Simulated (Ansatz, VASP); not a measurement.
**One calculation of MoW2, two programs**

The input INCAR:

```
ALGO = Normal
EDIFF = 1E-7
ENCUT = 520
GGA = PE
ISIF = 2
ISMEAR = 0
ISPIN = 2
LASPH = True
LCHARG = False
LMAXMIX = 4
LORBIT = 11
LREAL = False
LWAVE = False
MAGMOM = 1 0 0
NBANDS = 32
NELM = 150
PREC = Accurate
SIGMA = 0.1
```

KPOINTS

```
k-points
0
Gamma
  6 6 6
```

POSCAR

```
MoW2
1.0
    4.7012635406      0.0000000000      0.0000000000
   -2.3506317703      4.0714136561      0.0000000000
    0.0000000000      0.0000000000      2.5781374125
Mo W
1 2
Direct
    0.0000000000      0.0000000000      0.0000000000
    0.3333333333      0.6666666667      0.5000000000
    0.6666666667      0.3333333333      0.5000000000
```

Input for Ansatz:

```yaml
crystal:
  lattice:
    - [4.7012635406, 0.0, 0.0]
    - [-2.3506317703, 4.0714136561, 0.0]
    - [0.0, 0.0, 2.5781374125]
  atoms:
    - { symbol: Mo, position: [0.0, 0.0, 0.0], spin: 1.0 }
    - { symbol: W, position: [0.3333333333, 0.6666666667, 0.5] }
    - { symbol: W, position: [0.6666666667, 0.3333333333, 0.5] }
basis:
  ecutwfc: 420
kpoints:
  mp_grid: { grid: [6, 6, 6] }
hamiltonian:
  xc: pbe
scf:
  occupations: { method: gaussian, width: 0.1 }
  lower_state_search: "off"
output:
  forces: true
  stress: true
  eigenvalues: true
  populations: true
magnetization:
  spin_polarized: true
```

Change from the starting cell: species swapped into the YSi2 type (P6/mmm, No. 191).

Alike in both runs: task single point; functional PBE; k mesh 6 × 6 × 6; occupations gaussian, width 0.1 eV; collinear spin.

```csv
,VASP,Ansatz
version,VASP 6.6.1,Ansatz 0.2.0
potentials or method,"VASP PAW PBE potentials, release 64 (Mo_sv, W_sv), cutoff 520 eV","scalar-relativistic, plane waves, PAW"
valence electrons in the cell,42,42
```

|  | VASP | Ansatz | Ansatz less VASP |
| --- | --- | --- | --- |
| gap on the k mesh at the Fermi level (eV) | none | none | - |
| pressure (GPa) | 0.6 | 0.0 | -0.57 |
| traceless stress, the component that is largest in VASP (GPa) | 0.32 | -0.02 | -0.347 |
| net moment per atom (μB) | 0.00 | 0.00 | 0.000 |

A gap of «none» marks a metal or a gap that the smearing closes. Ansatz's warnings: seeded moment not kept.

The k mesh is coarse, so the values compare programs but aren't converged. Spin-orbit coupling is off throughout.
